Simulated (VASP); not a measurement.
Here is a VASP 6.6.1 calculation.

The input INCAR:

```
SYSTEM = BN
ALGO     = Normal         ! electronic algorithm
EDIFF    = 1E-7           ! SCF threshold, eV
ENCUT    = 520            ! plane-wave cutoff, eV
GGA      = PE             ! functional
ISIF     = 2              ! what is computed and relaxed
ISMEAR   = 0              ! smearing method
LASPH    = .TRUE.         ! aspherical terms in the spheres
LCHARG   = .FALSE.        ! write CHGCAR
LREAL    = .FALSE.        ! projectors in reciprocal space
LWAVE    = .FALSE.        ! write WAVECAR
NBANDS   = 11             ! bands
NELM     = 100            ! most SCF steps
PREC     = Accurate       ! precision mode
SIGMA    = 0.05           ! smearing width, eV
```

The input KPOINTS:

```
k-points
0
G
  12 12 12
  0 0 0
```

The input POSCAR:

```
BN
1.0
    0.0000000000      1.8401960150      1.8401960150
    1.8401960150      0.0000000000      1.8401960150
    1.8401960150      1.8401960150      0.0000000000
B N
1 1
Direct
    0.0000000000      0.0000000000      0.0000000000
    0.7500000000      0.7500000000      0.7500000000
```

Potentials or basis: VASP PAW PBE potentials, release 64 (B, N).

Command:

```sh
$ cat potpaw_PBE.64/B/POTCAR potpaw_PBE.64/N/POTCAR > POTCAR
$ mpirun -np 1 vasp_std > vasp.out
```

(1) Estimate the pressure.

(2) What does it give for the band gap on the k mesh?

## Answers

(1) -15.5 GPa.

(2) 4.40 eV, indirect (least direct gap 8.56 eV).

Caveat: the cell differs from its parent crystal (strain +0.015 along x and y, +0.015 along z).
